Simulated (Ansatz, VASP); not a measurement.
**One calculation of BiAu, two programs**

```
Au Bi
1.0
     0.00000    2.94076    2.94076
     2.94076    0.00000    2.94076
     2.94076    2.94076    0.00000
Au Bi
1 1
Direct
  0.50000 0.50000 0.50000
  0.00000 0.00000 0.00000
```

Alike in both runs: task single point; functional r2SCAN; k mesh 10 × 10 × 10; occupations tetrahedron; no spin polarisation.

```csv
,VASP,Ansatz
version,VASP 6.6.1,Ansatz 0.2.0
potentials or method,"VASP PAW PBE potentials, release 64 (Au, Bi_d), cutoff 520 eV","scalar-relativistic, plane waves, PAW"
valence electrons in the cell,26,34
```

|  | VASP | Ansatz | Ansatz less VASP |
| --- | --- | --- | --- |
| gap on the k mesh at the Fermi level (eV) | none | none | - |
| pressure (GPa) | 0.1 | 0.1 | -0.03 |

VASP's potentials were made for PBE, not for r2SCAN. A gap of «none» marks a metal or a gap that the smearing closes. The functional is the same, so the differences come from potentials, cutoffs and numerics. VASP's potentials hold 26 valence electrons a cell and Ansatz's 34, so a difference there can come from the potentials and not from the codes. Ansatz's warnings: band table not solved further, tetrahedron derivatives may miss energy slope.

Spin-orbit coupling is off throughout.
